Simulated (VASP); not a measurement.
SrO:

```
CELL_PARAMETERS angstrom
0.00000 2.56630 2.56630
2.56630 0.00000 2.56630
2.56630 2.56630 0.00000
ATOMIC_POSITIONS crystal
Sr 0.50000 0.50000 0.50000
O 0.00000 0.00000 0.00000
```

```yaml
Program: VASP 6.6.1
Task: relaxation of cell and atoms
Functional: RPBE
Potentials_or_basis: VASP PAW PBE potentials, release 64 (Sr_sv, O)
Cutoff: 600 eV
k_mesh: 9 × 9 × 9
Occupations: fermi-dirac, width 0.05 eV
Spin: no spin polarisation
```

At the start: pressure 6.9 GPa; volume 16.90 Å³/atom.

Question: How do energy, volume and symmetry change on relaxing?

Answer: Over 3 steps the energy falls by 27.2 meV/atom and the volume is 18.25 Å³/atom (+8.0 %); space group Fm-3m (No. 225, to 0.1 Å) before and after.

The path:
```tsv
step	energy change (eV)	largest force (eV/Å)	pressure (GPa)	volume (Å³)
1	0.0000	0.0000	6.90	33.80
2	-0.0485	0.0000	-1.87	37.49
3	-0.0544	0.0000	0.02	36.50
```

Final structure:
```yaml
crystal:
  lattice:
    - [0.00000, 2.63293, 2.63293]
    - [2.63293, 0.00000, 2.63293]
    - [2.63293, 2.63293, 0.00000]
  atoms:
    - { symbol: Sr, position: [0.50000, 0.50000, 0.50000] }
    - { symbol: O, position: [0.00000, 0.00000, 0.00000] }
```

Caveat: the PAW data sets were made with another functional, which shifts forces and pressure a little.
